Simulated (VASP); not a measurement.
Here is a VASP 6.6.1 calculation.

File POSCAR:

```
KF
1.0
    3.1788706815      0.0000000000      0.0000000000
    0.0000000000      3.1788706815      0.0000000000
    0.0000000000      0.0000000000      3.1563006997
K F
1 1
Direct
    0.0000000000      0.0000000000      0.0000000000
    0.5000000000      0.5000000000      0.5000000000
```

Contents of INCAR.step1:

```
SYSTEM = KF
PREC = Accurate
ENCUT = 520
ISMEAR = 0
SIGMA = 0.01
LREAL = .False.
LASPH = .True.
NELM = 80
NBANDS = 15
GGA = PE
ALGO = Normal
EDIFF = 1E-4
LWAVE = .True.
LCHARG = .False.
```

Contents of INCAR.step2:

```
SYSTEM = KF
PREC = Accurate
ENCUT = 520
EDIFF = 1E-7
ISMEAR = 0
SIGMA = 0.01
LREAL = .False.
LASPH = .True.
NELM = 80
ALGO = Normal
ISIF = 2
LWAVE = .False.
LCHARG = .False.
METAGGA = R2SCAN
LMIXTAU = .True.
NBANDS = 15
ISTART = 1
```

Contents of KPOINTS:

```
Automatic mesh
0
Gamma
  8 8 8
  0 0 0
```

Potentials or basis: VASP PAW PBE potentials, release 64 (K_sv, F).

The run is started by

```console
$ cat potpaw_PBE.64/K_sv/POTCAR potpaw_PBE.64/F/POTCAR > POTCAR
$ cp INCAR.step1 INCAR
$ mpirun -np 1 vasp_std > vasp.out
$ cp INCAR.step2 INCAR
$ mpirun -np 1 vasp_std > vasp.out
```

Problem. What does it give for the pressure?

Solution. 0.3 GPa.

Problem. Estimate the band gap on the k mesh.

Solution. 7.77 eV, indirect (least direct gap 7.80 eV).

Stress tensor (GPa, compression positive):
```
0.09 0.00 0.00
0.00 0.09 0.00
0.00 0.00 0.76
```

Caveat: the cell differs from its parent crystal (uniaxial z strain -0.7%); the PAW data sets were made with another functional, which shifts forces and pressure a little. A k mesh can miss the band edges.
